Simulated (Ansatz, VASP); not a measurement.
## F in VASP and in Ansatz

```
F
1.0
     3.09069   -1.81843   -0.01075
     3.09069    1.81843   -0.01075
    -1.75268    0.00000    7.51665
F
4
Cartesian
  1.5461 0.7874 0.6767
  3.7589 0.7874 3.0601
  2.8826 -0.7874 6.8184
  0.6698 -0.7874 4.4351
```

Alike in both runs: task single point; functional RPBE; k mesh 9 × 9 × 4; occupations fermi-dirac, width 0.05 eV; no spin polarisation.

|  | VASP | Ansatz |
| --- | --- | --- |
| version | VASP 6.6.1 | Ansatz 0.2.0 |
| potentials or method | VASP PAW PBE potentials, release 64 (F), cutoff 520 eV | plane waves (420 eV) with PAW, scalar-relativistic |
| valence electrons in the cell | 28 | 28 |

```tsv
	VASP	Ansatz	Ansatz less VASP
pressure (GPa)	3.1	2.8	-0.28
traceless stress, the component that is largest in VASP (GPa)	6.29	4.91	-1.382
```

VASP's potentials were made for PBE, not for RPBE. The functional is the same, so the differences come from potentials, cutoffs and numerics.
